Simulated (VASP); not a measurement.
# GaAs (F-43m) in VASP: vibrations by perturbation theory with PBEsol

Aim: the vibrations by perturbation theory of GaAs with PBEsol.

Program: VASP 6.6.1. These are calculated values, not measurements. Logs are shortened: lines on timing, memory, paths and dates and some standing lists are left out, and cuts for length are marked.

**1. The cell of the first run**

The structure is cubic, space group F-43m (No. 216). Conventional cell: a = 5.658 Å, b = 5.658 Å, c = 5.658 Å, α = 90.00°, β = 90.00°, γ = 90.00°. Ga (site symmetry -43m) has 4 As at 2.45 Å within 3.2 Å. As (site symmetry -43m) has 4 Ga at 2.45 Å within 3.2 Å.

**2. Vibrations by perturbation theory, PBEsol**

Input file INCAR:

```
SYSTEM = GaAs
  PREC = Accurate
  ENCUT = 520
  EDIFF = 1E-8
  ISMEAR = 0
  SIGMA = 0.01
  LREAL = .False.
  LASPH = .True.
  NELM = 100
  ALGO = Normal
  ISIF = 2
  LWAVE = .False.
  LCHARG = .False.
  GGA = PS
  IBRION = 8
  NSW = 1
```

Input file KPOINTS:

```
Automatic mesh
0
Gamma
  8 8 8
  0 0 0
```

Input file POSCAR:

```
GaAs
1.0
    0.0000000000      2.8289864775      2.8289864775
    2.8289864775      0.0000000000      2.8289864775
    2.8289864775      2.8289864775      0.0000000000
Ga As
1 1
Direct
    0.0000000000      0.0000000000      0.0000000000
    0.7500000000      0.7500000000      0.7500000000
```

Potentials or basis: VASP PAW PBE potentials, release 64 (Ga_d, As).

On the command line:

```bash
cat potpaw_PBE.64/Ga_d/POTCAR potpaw_PBE.64/As/POTCAR > POTCAR
mpirun -np 1 vasp_std > vasp.out
```

OUTCAR:

```text
SYSTEM = GaAs
   PREC = Accurate
   ENCUT = 520
   EDIFF = 1E-8
   ISMEAR = 0
   LREAL = .False.
   LASPH = .True.
   NELM = 100
   ISIF = 2
   GGA = PS
   IBRION = 8
   NSW = 1

 ion  position               nearest neighbor table
   1  0.000  0.000  0.000-   2 2.45   2 2.45   2 2.45   2 2.45
   2  0.750  0.750  0.750-   1 2.45   1 2.45   1 2.45   1 2.45

  LATTYP: Found a face centered cubic cell.
 ALAT       =     5.6579729550

  Lattice vectors:

 A1 = (   0.0000000000,   2.8289864775,   2.8289864775)
 A2 = (   2.8289864775,   0.0000000000,   2.8289864775)
 A3 = (   2.8289864775,   2.8289864775,   0.0000000000)

Analysis of symmetry for initial positions (statically):
=====================================================================
 Subroutine PRICEL returns:
 Original cell was already a primitive cell.

 Routine SETGRP: Setting up the symmetry group for a
 face centered cubic supercell.

 Subroutine GETGRP returns: Found 24 space group operations
 (whereof 24 operations were pure point group operations)
 out of a pool of 48 trial point group operations.

The static configuration has the point symmetry T_d .

Analysis of symmetry for dynamics (positions and initial velocities):
=====================================================================
 Subroutine PRICEL returns:
 Original cell was already a primitive cell.

 Routine SETGRP: Setting up the symmetry group for a
 face centered cubic supercell.

 Subroutine GETGRP returns: Found 24 space group operations
 (whereof 24 operations were pure point group operations)
 out of a pool of 48 trial point group operations.

The dynamic configuration has the point symmetry T_d .

 Subroutine INISYM returns: Found 24 space group operations
 (whereof 24 operations are pure point group operations),
 and found     1 'primitive' translations

----------------------------------------------------------------------------------------

                                     Primitive cell

  volume of cell :      45.2817

  direct lattice vectors                    reciprocal lattice vectors
     0.000000000  2.828986477  2.828986477    -0.176741743  0.176741743  0.176741743
     2.828986477  0.000000000  2.828986477     0.176741743 -0.176741743  0.176741743
     2.828986477  2.828986477  0.000000000     0.176741743  0.176741743 -0.176741743

  length of vectors
     4.000791044  4.000791044  4.000791044     0.306125678  0.306125678  0.306125678

  position of ions in fractional coordinates (direct lattice)
     0.000000000  0.000000000  0.000000000
     0.750000000  0.750000000  0.750000000

  ion indices of the primitive-cell ions
   primitive index   ion index
                 1           1
                 2           2

----------------------------------------------------------------------------------------

 KPOINTS: Automatic mesh

Automatic generation of k-mesh.
 Grid dimensions read from file:
 generate k-points for:    8    8    8

 Generating k-lattice:

  Cartesian coordinates                     Fractional coordinates (reciprocal lattice)
    -0.022092718  0.022092718  0.022092718     0.125000000  0.000000000  0.000000000
     0.022092718 -0.022092718  0.022092718     0.000000000  0.125000000  0.000000000
     0.022092718  0.022092718 -0.022092718     0.000000000  0.000000000  0.125000000

  Length of vectors
     0.038265710  0.038265710  0.038265710

  Shift w.r.t. Gamma in fractional coordinates (k-lattice)
     0.000000000  0.000000000  0.000000000

 Subroutine IBZKPT returns following result:
[... 85 lines left out ...]
 NGX is ok and might be reduce to    30
   NGX = 15   NGY = 15   NGZ = 15

--------------------------------------- Ionic step        1  -------------------------------------------

 number of electron      17.9999993 magnetization

 Free energy of the ion-electron system (eV)
  ---------------------------------------------------
  ext. energy  EPLUGINS =         0.00000000
  ---------------------------------------------------
  free energy    TOTEN  =        -9.08743130 eV

  energy without entropy =       -9.08743130  energy(sigma->0) =       -9.08743130

 E-fermi :   3.8828     XC(G=0):  -9.7620

 val. band max:        3.7846548729   @ k =   0.0000   0.0000   0.0000
 cond. band min:       4.2231673387   @ k =   0.0000   0.0000   0.0000
 fundamental gap:      0.4385124659
 Fermi energy:         3.8827738083

 k-point     1 :       0.0000    0.0000    0.0000
  band No.  band energies     occupation
      1     -10.9879      2.00000
      2     -10.9879      2.00000
      3     -10.9879      2.00000
      4     -10.9084      2.00000
      5     -10.9084      2.00000
      6      -8.9515      2.00000
      7       3.7847      2.00000
      8       3.7847      2.00000
      9       3.7847      2.00000
     10       4.2232      0.00000
     11       7.4732      0.00000
     12       7.4733      0.00000
     13       7.4733      0.00000
[... 354 lines left out ...]
  band No.  band energies     occupation
      1     -11.0769      2.00000
      2     -10.9631      2.00000
      3     -10.9554      2.00000
      4     -10.9129      2.00000
      5     -10.9049      2.00000
      6      -6.8371      2.00000
      7      -2.7267      2.00000
      8       0.5295      2.00000
      9       1.8337      2.00000
     10       6.7546      0.00000
     11       7.8607      0.00000
     12      10.0772      0.00000
     13      11.3902      0.00000

 [... further k-points ...]

------------------------ aborting loop because EDIFF is reached ----------------------------------------

  FORCE on cell =-STRESS in cart. coord.  units (eV):
  Direction    XX          YY          ZZ          XY          YZ          ZX
  --------------------------------------------------------------------------------------
  -------------------------------------------------------------------------------------
  Total        0.0514170      0.0514170      0.0514170     -0.0000000      0.0000000     -0.0000000
  in kB        1.8192600      1.8192600      1.8192600     -0.0000000      0.0000000     -0.0000000
  external PRESSURE =       1.8192600 kB  Pullay stress =       0.0000000 kB

 VOLUME and BASIS-vectors are now :
 -----------------------------------------------------------------------------
  energy-cutoff  :      520.00
  volume of cell :       45.28
      direct lattice vectors                 reciprocal lattice vectors
     0.000000000  2.828986477  2.828986477    -0.176741743  0.176741743  0.176741743
     2.828986477  0.000000000  2.828986477     0.176741743 -0.176741743  0.176741743
     2.828986477  2.828986477  0.000000000     0.176741743  0.176741743 -0.176741743

 POSITION                                       TOTAL-FORCE (eV/Angst)
 -----------------------------------------------------------------------------------
      0.00000      0.00000      0.00000         0.000000      0.000000      0.000000
      4.24348      4.24348      4.24348        -0.000000     -0.000000     -0.000000
 -----------------------------------------------------------------------------------
    total drift:                               -0.000000     -0.000000     -0.000000

  FREE ENERGIE OF THE ION-ELECTRON SYSTEM (eV)
  ---------------------------------------------------
  free  energy   TOTEN  =        -9.0874312954 eV

  energy  without entropy=       -9.0874312954  energy(sigma->0) =       -9.08743130

[... ionic steps 2 to 3 ...]

--------------------------------------- Ionic step        4  -------------------------------------------

------------------------ aborting loop because EDIFF is reached ----------------------------------------

[... ionic steps 5 to 6 ...]

--------------------------------------- Ionic step        7  -------------------------------------------

 Free energy of the ion-electron system (eV)
  ---------------------------------------------------
  ---------------------------------------------------
  free energy    TOTEN  =        -0.04368105 eV

  energy without entropy =       -0.04368105

------------------------ aborting loop because EDIFF is reached ----------------------------------------

 INTERNAL STRAIN TENSOR  FOR ION    2  DIRECTION 1   (eV/Angst):
 -----------------------------------------------------------------------------
    -0.00768  0.00000  0.00000
     0.00000  0.00580  6.95245
     0.00000  6.95245  0.00580

 INTERNAL STRAIN TENSOR FOR ION    2 for displacements in x,y,z  (eV/Angst):
          X           Y           Z          XY          YZ          ZX
  --------------------------------------------------------------------------------
  x     0.00000     0.00000     0.00000     0.00000     6.95245     0.00000
  y     0.00000     0.00000     0.00000     0.00000     0.00000     6.95245
  z     0.00000     0.00000     0.00000     6.95245     0.00000     0.00000

 SECOND DERIVATIVES (NOT SYMMETRIZED)
 ------------------------------------
               1X          1Y          1Z          2X          2Y          2Z
  1X    -9.180243    0.000000    0.000000    9.180243    0.000000    0.000000
  1Y     0.000000   -9.180243    0.000000    0.000000    9.180243    0.000000
  1Z     0.000000    0.000000   -9.180243    0.000000    0.000000    9.180243
  2X     9.237142   -0.000000   -0.000000   -9.237142    0.000000    0.000000
  2Y    -0.000000    9.237142   -0.000000    0.000000   -9.237142    0.000000
  2Z    -0.000000   -0.000000    9.237142    0.000000    0.000000   -9.237142

 Eigenvectors and eigenvalues of the dynamical matrix
 ----------------------------------------------------

   1 f  =    7.893782 THz    49.598093 2PiTHz  263.308215 cm-1    32.646043 meV
             X         Y         Z           dx          dy          dz
      0.000000  0.000000  0.000000    -0.718630   -0.000000   -0.000000
      4.243480  4.243480  4.243480     0.695393   -0.000000    0.000000
[... 21 lines left out ...]
   6 f/i=    0.012187 THz     0.076574 2PiTHz    0.406518 cm-1     0.050402 meV
             X         Y         Z           dx          dy          dz
      0.000000  0.000000  0.000000    -0.695393   -0.000000    0.000000
      4.243480  4.243480  4.243480    -0.718630   -0.000000    0.000000

--------------------------------------------------------------------------------------------------------

 ELASTIC MODULI CONTR FROM IONIC RELAXATION (kBar)
 Direction    XX          YY          ZZ          XY          YZ          ZX
 --------------------------------------------------------------------------------
 XX          -0.0000     -0.0000     -0.0000     -0.0000     -0.0000     -0.0000
 YY          -0.0000     -0.0000     -0.0000     -0.0000     -0.0000     -0.0000
 ZZ          -0.0000     -0.0000     -0.0000      0.0000     -0.0000     -0.0000
 XY          -0.0000     -0.0000      0.0000   -183.8056      0.0000     -0.0000
 YZ          -0.0000     -0.0000     -0.0000      0.0000   -183.8056     -0.0000
 ZX          -0.0000     -0.0000     -0.0000      0.0000     -0.0000   -183.8056
 --------------------------------------------------------------------------------
```

Wall time 3.1 min (1 thread of Intel Xeon 6975P-C, shared host); peak memory 0.3 GiB.

What came out:

| Quantity | Value |
| --- | --- |
| Highest phonon frequency at Γ, LO-TO splitting left out | 263 cm⁻¹ |

Phonon frequencies in cm⁻¹ (negative: imaginary):
| q point | frequencies |
| --- | --- |
| (0.000, 0.000, 0.000) | 0 0 0 263 263 263 |

Caveat: the PAW data sets were made with another functional, which shifts forces and pressure a little.
